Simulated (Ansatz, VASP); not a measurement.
# Si2W in VASP and in Ansatz

The input INCAR:

```
PREC = Accurate
ENCUT = 520
EDIFF = 1E-7
ISMEAR = 0
SIGMA = 0.03
LREAL = F
LASPH = T
NELM = 60
ALGO = Normal
ISIF = 2
LWAVE = F
LCHARG = F
GGA = PE
NBANDS = 43
```

The input KPOINTS:

```
Automatic mesh
0
Gamma
  9 9 6
```

Contents of POSCAR:

```
Si2W
1.0
    4.7172346901      0.0000000000      0.0000000000
   -2.3586173451      4.0852450772      0.0000000000
    0.0000000000      0.0000000000      6.3602475327
Si W
6 3
Direct
    0.8050634200      0.6101268399      0.5000000000
    0.1949365800      0.8050634200      0.8333333333
    0.6101268399      0.8050634200      0.1666666667
    0.1949365800      0.3898731601      0.5000000000
    0.8050634200      0.1949365800      0.8333333333
    0.3898731601      0.1949365800      0.1666666667
    0.0000000000      0.5000000000      0.1666666667
    0.5000000000      0.5000000000      0.8333333333
    0.5000000000      0.0000000000      0.5000000000
```

Input for Ansatz:

```yaml
crystal:
  lattice:
    - [4.7172346901, 0.0, 0.0]
    - [-2.3586173451, 4.0852450772, 0.0]
    - [0.0, 0.0, 6.3602475327]
  atoms:
    - { symbol: Si, position: [0.80506342, 0.6101268399, 0.5] }
    - { symbol: Si, position: [0.19493658, 0.80506342, 0.8333333333] }
    - { symbol: Si, position: [0.6101268399, 0.80506342, 0.1666666667] }
    - { symbol: Si, position: [0.19493658, 0.3898731601, 0.5] }
    - { symbol: Si, position: [0.80506342, 0.19493658, 0.8333333333] }
    - { symbol: Si, position: [0.3898731601, 0.19493658, 0.1666666667] }
    - { symbol: W, position: [0.0, 0.5, 0.1666666667] }
    - { symbol: W, position: [0.5, 0.5, 0.8333333333] }
    - { symbol: W, position: [0.5, 0.0, 0.5] }
basis:
  ecutwfc: 420
kpoints:
  mp_grid: { grid: [9, 9, 6] }
hamiltonian:
  xc: pbe
  pseudopotentials: { kind: paw, azcp: { folder: soft_1 } }
scf:
  occupations: { method: gaussian, width: 0.03 }
output:
  forces: true
  stress: true
  eigenvalues: true
```

Alike in both runs: task single point; functional PBE; k mesh 9 × 9 × 6; occupations gaussian, width 0.03 eV; no spin polarisation.

|  | VASP | Ansatz |
| --- | --- | --- |
| version | VASP 6.6.1 | Ansatz 0.2.0 |
| potentials or method | VASP PAW PBE potentials, release 64 (Si, W_sv), cutoff 520 eV | scalar-relativistic, plane waves, PAW |
| valence electrons in the cell | 66 | 66 |

|  | VASP | Ansatz | Ansatz less VASP |
| --- | --- | --- | --- |
| gap on the k mesh at the Fermi level (eV) | 0.08 | 0.08 | +0.002 |
| least direct gap on the mesh (eV) | 0.18 | 0.18 | +0.003 |
| pressure (GPa) | 12.0 | 11.9 | -0.03 |
| traceless stress, the component that is largest in VASP (GPa) | 10.14 | 10.11 | -0.029 |
| rms of the force components (eV/Å) | 1.481 | 1.480 | -0.0013 |

Atom by atom the forces differ by 0.001 eV/Å (rms over components). The functional is the same, so the differences come from potentials, cutoffs and numerics.

Spin-orbit coupling is off throughout.
